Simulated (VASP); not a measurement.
A run of VASP 6.6.1:

File INCAR:

```
SYSTEM = W3C
PREC = Accurate ; ENCUT = 520
EDIFF = 1E-7 ; ISMEAR = 0
SIGMA = 0.1 ; LREAL = .False.
LASPH = .True. ; NELM = 60
ALGO = Normal ; ISIF = 2
LWAVE = .False. ; LCHARG = .False.
LDIPOL = .True. ; IDIPOL = 3
DIPOL = 0.5 0.5 0.342 ; GGA = CA
IBRION = 2 ; NSW = 36
EDIFFG = -0.025
```

Contents of KPOINTS:

```
regular mesh
0
Gamma
  9 9 1
  0 0 0
```

File POSCAR:

```
W3C
1.0
    2.8093052381      0.0000000000      0.0000000000
    0.0000000000      2.8093052381      0.0000000000
    0.0000000000      0.0000000000     19.3572602846
W C
3 1
Selective dynamics
Direct
    0.5000000000      0.5000000000      0.2066408129  F F F
    0.0000000000      0.0000000000      0.3062710168  F F F
    0.5000000000      0.5000000000      0.4059076630  F F F
    1.0000000000      1.0000000000      0.4482690297  F F T
```

Potentials or basis: VASP PAW LDA potentials, release 64 (W_sv, C).

Launch:

```bash
$ cat potpaw_LDA.64/W_sv/POTCAR potpaw_LDA.64/C/POTCAR > POTCAR
$ mpirun -np 1 vasp_std > vasp.out
```

Hardware: 1 thread of Intel(R) Xeon(R) 6975P-C (Granite Rapids), with other jobs on the host.

Estimate the wall time of this run.

It took 3.6 min on 1 thread of Intel(R) Xeon(R) 6975P-C (Granite Rapids), with other jobs on the host, peak memory 0.24 GiB. Counts: scf iterations 106, k points 15, ion steps 6.
